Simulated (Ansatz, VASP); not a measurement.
## Ga in VASP and in Ansatz

```
Ga
1.0
     2.09971    0.00000    0.00000
    -1.04986    1.81841    0.00000
     0.00000    0.00000    2.03011
Ga
1
Cartesian
  0.0000 0.0000 0.0000
```

Change from the starting cell: volume scaled by 0.4, LAPW.

Alike in both runs: task single point; functional PBE; k mesh 17 × 17 × 15; occupations fermi-dirac, width 0.05 eV; no spin polarisation.

|  | VASP | Ansatz |
| --- | --- | --- |
| version | VASP 6.6.1 | Ansatz 0.2.0 |
| potentials or method | VASP PAW PBE potentials, release 64 (Ga_d), cutoff 520 eV | all-electron LAPW, scalar-relativistic |

VASP gave:

- pressure (GPa): 418.8
- traceless stress, the component that is largest in VASP (GPa): 1.97

Q: Which values does Ansatz return?

A: Pressure (GPa): 413.3; traceless stress, the component that is largest in VASP (GPa): 0.37.

Both programs put the cell under a high pressure, so it lies far from rest at this level. Ansatz ran all-electron here, and VASP with PAW potentials.

Noted on VASP's run: the cell as given lies far from equilibrium.
